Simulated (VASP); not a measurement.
A run of VASP 6.6.1 is set up as follows.

INCAR

```
SYSTEM = CoO
  PREC = Accurate
  ENCUT = 520
  EDIFF = 1E-6
  ISMEAR = -1
  SIGMA = 0.05
  LREAL = .FALSE.
  LASPH = .TRUE.
  NELM = 150
  ALGO = Normal
  ISIF = 2
  LWAVE = .FALSE.
  LCHARG = .TRUE.
  ISPIN = 2
  MAGMOM = 2 0
  LORBIT = 11
  LMAXMIX = 4
  GGA = PE
  LELF = .TRUE.
  LVHAR = .TRUE.
  NBANDS = 18
```

KPOINTS

```
Automatic mesh
0
G
  11 11 11
  0 0 0
```

POSCAR

```
CoO
1.0
    0.0000000000      2.1315016600      2.1315016600
    2.1315016600      0.0000000000      2.1315016600
    2.1315016600      2.1315016600      0.0000000000
Co O
1 1
Direct
    0.0000000000      0.0000000000      0.0000000000
    0.5000000000      0.5000000000      0.5000000000
```

Potentials or basis: VASP PAW PBE potentials, release 64 (Co, O).

The run is started by

```sh
$ cat potpaw_PBE.64/Co/POTCAR potpaw_PBE.64/O/POTCAR > POTCAR
$ mpirun -np 1 vasp_std > vasp.out
```

(1) What does it give for the pressure?

(2) Estimate the site moments.

## Answers

(1) -2.4 GPa.

(2) Co +2.55; O +0.29 μB.

Caveat: a cell with one magnetic atom can't hold antiferromagnetic order, which such compounds often take.
